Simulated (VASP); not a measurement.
Input of a VASP 6.6.1 run:

File INCAR:

```
PREC = Accurate
ENCUT = 520
EDIFF = 1E-6
ISMEAR = 0
SIGMA = 0.1
LREAL = F
LASPH = T
NELM = 100
ALGO = Fast
ISIF = 2
LWAVE = F
LCHARG = F
GGA = PE
NBANDS = 46
```

File KPOINTS:

```
Automatic mesh
0
Gamma
  6 6 6
```

The input POSCAR:

```
Cs3Ge2S3
1.0
    6.5719412749      0.0000000000      0.0000000000
    0.0000000000      6.5719412749      0.0000000000
    0.0000000000      0.0000000000      6.5719412749
Cs Ge S
3 2 3
Direct
    0.5000000000      0.0000000000      0.0000000000
    0.0000000000      0.5000000000      0.0000000000
    0.0000000000      0.0000000000      0.5000000000
    0.5000000000      0.5000000000      0.5000000000
    0.0000000000      0.0000000000      0.0000000000
    0.0000000000      0.5000000000      0.5000000000
    0.5000000000      0.0000000000      0.5000000000
    0.5000000000      0.5000000000      0.0000000000
```

Potentials or basis: VASP PAW PBE potentials, release 64 (Cs_sv, Ge_d, S).

Launch:

```console
$ cat potpaw_PBE.64/Cs_sv/POTCAR potpaw_PBE.64/Ge_d/POTCAR potpaw_PBE.64/S/POTCAR > POTCAR
$ mpirun -np 1 vasp_std > vasp.out
```

Problem. Estimate the band gap on the k mesh.

Solution. Zero (an odd number of electrons rules out a gap without spin polarisation).

Problem. Estimate the pressure.

Solution. 0.1 GPa.

Caveat: spin-orbit coupling is left out, which moves the levels of the heavy elements.
